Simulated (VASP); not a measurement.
# BP (F-43m) in VASP: a series of runs, part 3 of 3

VASP 6.6.1. The steps go on from the part before.

## Step 5: Single point, LDA

This run uses another cell than the first one, of 11.68 Å³/atom, 1.042 times its volume.

Contents of INCAR:

```
PREC = Accurate
ENCUT = 520
EDIFF = 1E-7
ISMEAR = -1
SIGMA = 0.05
LREAL = False
LASPH = True
NELM = 60
ALGO = Normal
ISIF = 2
LWAVE = False
LCHARG = True
GGA = CA
LELF = True
LVHAR = True
NBANDS = 11
```

Contents of KPOINTS:

```
Automatic mesh
0
Gamma
  15 15 15
```

Contents of POSCAR:

```
BP
1.0
    0.0000000000      2.2690000000      2.2690000000
    2.2690000000      0.0000000000      2.2690000000
    2.2690000000      2.2690000000      0.0000000000
B P
1 1
Direct
    0.0000000000      0.0000000000      0.0000000000
    0.7500000000      0.7500000000      0.7500000000
```

Potentials or basis: VASP PAW LDA potentials, release 64 (B, P).

Launch:

```sh
cat potpaw_LDA.64/B/POTCAR potpaw_LDA.64/P/POTCAR > POTCAR
mpirun -np 1 vasp_std > vasp.out
```

OUTCAR:

```text
PREC = Accurate
   ENCUT = 520
   EDIFF = 1E-7
   ISMEAR = -1
   LREAL = False
   LASPH = True
   NELM = 60
   ISIF = 2
   GGA = CA

 ion  position               nearest neighbor table
   1  0.000  0.000  0.000-   2 1.97   2 1.97   2 1.97   2 1.97
   2  0.750  0.750  0.750-   1 1.97   1 1.97   1 1.97   1 1.97

  LATTYP: Found a face centered cubic cell.
 ALAT       =     4.5380000000

  Lattice vectors:

 A1 = (   0.0000000000,   2.2690000000,   2.2690000000)
 A2 = (   2.2690000000,   0.0000000000,   2.2690000000)
 A3 = (   2.2690000000,   2.2690000000,   0.0000000000)

Analysis of symmetry for initial positions (statically):
[... 5 lines left out ...]
 face centered cubic supercell.

 Subroutine GETGRP returns: Found 24 space group operations
 (whereof 24 operations were pure point group operations)
 out of a pool of 48 trial point group operations.

The static configuration has the point symmetry T_d .

Analysis of symmetry for dynamics (positions and initial velocities):
[... 5 lines left out ...]
 face centered cubic supercell.

 Subroutine GETGRP returns: Found 24 space group operations
 (whereof 24 operations were pure point group operations)
 out of a pool of 48 trial point group operations.

The dynamic configuration has the point symmetry T_d .

 Subroutine INISYM returns: Found 24 space group operations
 (whereof 24 operations are pure point group operations),
 and found     1 'primitive' translations

----------------------------------------------------------------------------------------

                                     Primitive cell

  volume of cell :      23.3633

  direct lattice vectors                    reciprocal lattice vectors
     0.000000000  2.269000000  2.269000000    -0.220361393  0.220361393  0.220361393
     2.269000000  0.000000000  2.269000000     0.220361393 -0.220361393  0.220361393
     2.269000000  2.269000000  0.000000000     0.220361393  0.220361393 -0.220361393

  length of vectors
     3.208850573  3.208850573  3.208850573     0.381677128  0.381677128  0.381677128

  position of ions in fractional coordinates (direct lattice)
[... 99 lines left out ...]
     AMIX_MAG =   1.60;   BMIX_MAG =  1.00
  volume/ion in A,a.u.               =      11.68        78.83
  Fermi-wavevector in a.u.,A,eV,Ry     =   1.145320  2.164342 17.847562  1.311759
  Thomas-Fermi vector in A             =   2.282009
   LORBIT       =      0    0 simple, 1 ext, 2 COOP (PROOUT), +10 PAW based schemes
   GGA     = CA    functional components
   LHFCALC =     F    Hartree Fock is set to
   AEXX    =    0.0000 exact exchange contribution
   IVDW    =     0    specifies the selected vdW correction
   LEPSILON=     F    determine dielectric tensor
   LRPA    =     F    only Hartree local field effects (RPA)
 non-spin polarized calculation
  energy-cutoff  :      520.00
  volume of cell :       23.36
 maximum number of plane-waves:       639
   NGX = 11   NGY = 11   NGZ = 11

 number of electron       8.0000000 magnetization

 Free energy of the ion-electron system (eV)
  ---------------------------------------------------
  ext. energy  EPLUGINS =         0.00000000
  ---------------------------------------------------
  free energy    TOTEN  =       -14.38745780 eV

  energy without entropy =      -14.38745776  energy(sigma->0) =      -14.38745778

 E-fermi :   7.9875     XC(G=0): -11.0880

 val. band max:        7.4058119986   @ k =   0.0000   0.0000   0.0000
 cond. band min:       8.5935322254   @ k =   0.4000   0.4000   0.0000
 fundamental gap:      1.1877202268
 Fermi energy:         7.9875333396

 k-point     1 :       0.0000    0.0000    0.0000
  band No.  band energies     occupation
      1      -7.9843      2.00000
      2       7.4058      1.99998
      3       7.4058      1.99998
      4       7.4058      1.99998
      5      10.7844      0.00000
      6      10.7844      0.00000
      7      10.7844      0.00000
      8      14.7746      0.00000
      9      18.6626      0.00000
     10      19.5874      0.00000
     11      19.5874      0.00000
[... 309 lines left out ...]
 k-point    24 :       0.2000    0.1333    0.0000
  band No.  band energies     occupation
      1      -7.2683      2.00000
      2       4.8115      2.00000
      3       5.6990      2.00000
      4       6.0467      2.00000
      5      10.0768      0.00000
      6      13.0246      0.00000
      7      13.1723      0.00000
      8      14.4419      0.00000
      9      18.1282      0.00000
     10      20.0620      0.00000
     11      20.6998      0.00000

 [... further k-points ...]
[... 5 lines left out ...]
  --------------------------------------------------------------------------------------
  -------------------------------------------------------------------------------------
  Total       -0.7767831     -0.7767831     -0.7767831      0.0000000     -0.0000000     -0.0000000
  in kB      -53.2692839    -53.2692839    -53.2692839      0.0000000     -0.0000000     -0.0000000
  external PRESSURE =     -53.2692839 kB  Pullay stress =       0.0000000 kB

 VOLUME and BASIS-vectors are now :
 -----------------------------------------------------------------------------
  energy-cutoff  :      520.00
  volume of cell :       23.36
      direct lattice vectors                 reciprocal lattice vectors
     0.000000000  2.269000000  2.269000000    -0.220361393  0.220361393  0.220361393
     2.269000000  0.000000000  2.269000000     0.220361393 -0.220361393  0.220361393
     2.269000000  2.269000000  0.000000000     0.220361393  0.220361393 -0.220361393

 POSITION                                       TOTAL-FORCE (eV/Angst)
 -----------------------------------------------------------------------------------
      0.00000      0.00000      0.00000        -0.000000      0.000000     -0.000000
      3.40350      3.40350      3.40350         0.000000     -0.000000      0.000000
 -----------------------------------------------------------------------------------
    total drift:                               -0.000000     -0.000000     -0.000000

  FREE ENERGIE OF THE ION-ELECTRON SYSTEM (eV)
  ---------------------------------------------------
  free  energy   TOTEN  =       -14.3874577956 eV

  energy  without entropy=      -14.3874577574  energy(sigma->0) =      -14.38745778
```

OSZICAR:

```text
N       E                     dE             d eps       ncg     rms          rms(c)
DAV:   1     0.869563951907E+01    0.86956E+01   -0.39521E+03  2640   0.652E+02
DAV:   2    -0.145340339104E+02   -0.23230E+02   -0.22008E+02  3594   0.111E+02
DAV:   3    -0.152094559026E+02   -0.67542E+00   -0.67335E+00  3326   0.164E+01
DAV:   4    -0.152122542036E+02   -0.27983E-02   -0.27980E-02  3015   0.124E+00
DAV:   5    -0.152122692095E+02   -0.15006E-04   -0.15006E-04  3267   0.906E-02    0.734E+00
DAV:   6    -0.145121963017E+02    0.70007E+00   -0.16077E+00  2991   0.542E+00    0.386E+00
DAV:   7    -0.144000988152E+02    0.11210E+00   -0.24991E-01  3302   0.250E+00    0.128E+00
DAV:   8    -0.143874198558E+02    0.12679E-01   -0.31027E-02  3077   0.941E-01    0.219E-01
DAV:   9    -0.143874601390E+02   -0.40283E-04   -0.79945E-04  3048   0.196E-01    0.152E-01
DAV:  10    -0.143874559886E+02    0.41503E-05   -0.12953E-04  2886   0.647E-02    0.342E-02
DAV:  11    -0.143874582825E+02   -0.22939E-05   -0.70083E-06  3270   0.136E-02    0.394E-02
DAV:  12    -0.143874577844E+02    0.49811E-06   -0.25886E-06  2995   0.662E-03    0.121E-02
DAV:  13    -0.143874577956E+02   -0.11198E-07   -0.94157E-08  1590   0.190E-03
   1 F= -.14387458E+02 E0= -.14387458E+02  d E =-.382331E-07
```

stdout:

```text
POSCAR found type information on POSCAR B P
 POSCAR found :  2 types and       2 ions
 scaLAPACK will be used
 LDA part: xc-table for (Slater(with rela. corr.)+CA(PZ))
 , standard interpolation
 POSCAR, INCAR and KPOINTS ok, starting setup
 FFT: planning ... GRIDC
 FFT: planning ... GRID_SOFT
 FFT: planning ... GRID
 WAVECAR not read
 entering main loop
```

Wall time 42 s (1 thread of AMD EPYC 7R43 (Zen 3), shared host); peak memory 0.11 GiB.

Results:

- Free energy: -14.3875 eV
- Pressure: -5.3 GPa
- Band gap on the k mesh: 1.19 eV, indirect (least direct gap 3.38 eV)

## Step 6: Single point, LDA (volume scaled by 1.02)

Contents of INCAR:

```
ALGO = Normal
EDIFF = 1E-6
ENCUT = 520
ISIF = 2
ISMEAR = -1
LASPH = True
LCHARG = False
LREAL = False
LWAVE = False
NBANDS = 11
NELM = 100
PREC = Accurate
SIGMA = 0.05
```

Contents of KPOINTS:

```
k-points
0
Gamma
  15 15 15
```

Contents of POSCAR:

```
BP
1.0
    0.0000000000      2.2840269280      2.2840269280
    2.2840269280      0.0000000000      2.2840269280
    2.2840269280      2.2840269280      0.0000000000
B P
1 1
Direct
    0.0000000000      0.0000000000      0.0000000000
    0.7500000000      0.7500000000      0.7500000000
```

Potentials or basis: VASP PAW LDA potentials, release 64 (B, P).

Launch:

```sh
cat potpaw_LDA.64/B/POTCAR potpaw_LDA.64/P/POTCAR > POTCAR
mpirun -np 1 vasp_std > vasp.out
```

It took 42 s on 1 thread of AMD EPYC 7R43 (Zen 3), shared host; peak memory 0.11 GiB.

The run converged. Its results:

| Item | Value |
| --- | --- |
| Free energy | -14.3678 eV |
| Pressure | -8.3 GPa |
| Band gap on the k mesh | 1.21 eV, indirect (least direct gap 3.35 eV) |

Levels at points of the mesh, in eV from the valence-band top:
```
           k point  band 2  band 3  band 4  band 5  band 6  band 7
(0.00, 0.00, 0.00)    0.00    0.00    0.00    3.35    3.35    3.35
```

Caveat: the cell differs from its parent crystal (volume scaled by 1.02).

## Step 7: The runs side by side

```csv
cell,gap on the mesh (eV),pressure (GPa)
"a = 3.165 Å, angles 60.0°, 2 atoms",1.14,1.5
"a = 3.187 Å, angles 60.0°, 2 atoms",1.16,-2.1
"a = 3.198 Å, angles 60.0°, 2 atoms",1.18,-3.7
"a = 3.209 Å, angles 60.0°, 2 atoms",1.19,-5.3
"a = 3.230 Å, angles 60.0°, 2 atoms",1.21,-8.3
```

Alike in all rows: task single point; level LDA; potentials or basis VASP PAW LDA potentials, release 64 (B, P); no spin polarisation; k mesh 15 × 15 × 15; cutoff (eV) 520; smearing fermi-dirac 0.05 eV.

Absolute energies hang on the potentials; compare differences alone.
